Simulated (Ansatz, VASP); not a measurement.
## Two plane-wave programs on Al2O3

The input INCAR:

```
PREC = Accurate
ENCUT = 520
EDIFF = 1E-7
ISMEAR = -1
SIGMA = 0.05
LREAL = False
LASPH = True
NELM = 80
ALGO = Normal
ISIF = 2
LWAVE = False
LCHARG = False
GGA = RE
NBANDS = 35
```

Contents of KPOINTS:

```
Automatic mesh
0
Gamma
  7 7 7
```

The input POSCAR:

```
Al2O3
1.0
    2.3642746864      1.3650146266      4.3027928600
   -2.3642746864      1.3650146266      4.3027928600
    0.0000000000     -2.7300292533      4.3027928600
Al O
4 6
Direct
    0.8521600000      0.8521600000      0.8521600000
    0.6478400000      0.6478400000      0.6478400000
    0.1478400000      0.1478400000      0.1478400000
    0.3521600000      0.3521600000      0.3521600000
    0.0566800000      0.7500000000      0.4433200000
    0.7500000000      0.4433200000      0.0566800000
    0.4433200000      0.0566800000      0.7500000000
    0.9433200000      0.2500000000      0.5566800000
    0.2500000000      0.5566800000      0.9433200000
    0.5566800000      0.9433200000      0.2500000000
```

File input.yaml:

```yaml
crystal:
  lattice:
    - [2.3642746864, 1.3650146266, 4.30279286]
    - [-2.3642746864, 1.3650146266, 4.30279286]
    - [0.0, -2.7300292533, 4.30279286]
  atoms:
    - { symbol: Al, position: [0.85216, 0.85216, 0.85216] }
    - { symbol: Al, position: [0.64784, 0.64784, 0.64784] }
    - { symbol: Al, position: [0.14784, 0.14784, 0.14784] }
    - { symbol: Al, position: [0.35216, 0.35216, 0.35216] }
    - { symbol: O, position: [0.05668, 0.75, 0.44332] }
    - { symbol: O, position: [0.75, 0.44332, 0.05668] }
    - { symbol: O, position: [0.44332, 0.05668, 0.75] }
    - { symbol: O, position: [0.94332, 0.25, 0.55668] }
    - { symbol: O, position: [0.25, 0.55668, 0.94332] }
    - { symbol: O, position: [0.55668, 0.94332, 0.25] }
hamiltonian:
  xc: revpbe
  pseudopotentials: { kind: paw }
kpoints:
  mp_grid: { grid: [7, 7, 7] }
scf:
  occupations: { method: fermi_dirac, width: 0.05 }
output:
  forces: true
  stress: true
  eigenvalues: true
  write_density: true
  write_potential: true
  elf: true
  volumetric_format: npy
```

Alike in both runs: task single point; functional revPBE; k mesh 7 × 7 × 7; occupations fermi-dirac, width 0.05 eV; no spin polarisation.

|  | VASP | Ansatz |
| --- | --- | --- |
| version | VASP 6.6.1 | Ansatz 0.2.0 |
| potentials or method | VASP PAW PBE potentials, release 64 (Al, O) | Ansatz PAW |
| plane-wave cutoff (eV) | 520 | 420 |
| valence electrons in the cell | 48 | 48 |

|  | VASP | Ansatz | Ansatz less VASP |
| --- | --- | --- | --- |
| gap on the k mesh at the Fermi level (eV) | 6.55 | 6.54 | -0.003 |
| least direct gap on the mesh (eV) | 6.55 | 6.54 | -0.003 |
| pressure (GPa) | 16.3 | 16.9 | +0.55 |
| traceless stress, the component that is largest in VASP (GPa) | -0.74 | -0.75 | -0.012 |
| rms of the force components (eV/Å) | 0.018 | 0.020 | +0.0015 |

VASP's potentials were made for PBE, not for revPBE. Atom by atom the forces differ by 0.003 eV/Å (rms over components).

Noted on Ansatz's run: odd divisions of the mesh miss points on the zone boundary, where band edges often lie, so the gap on the mesh can be too wide.
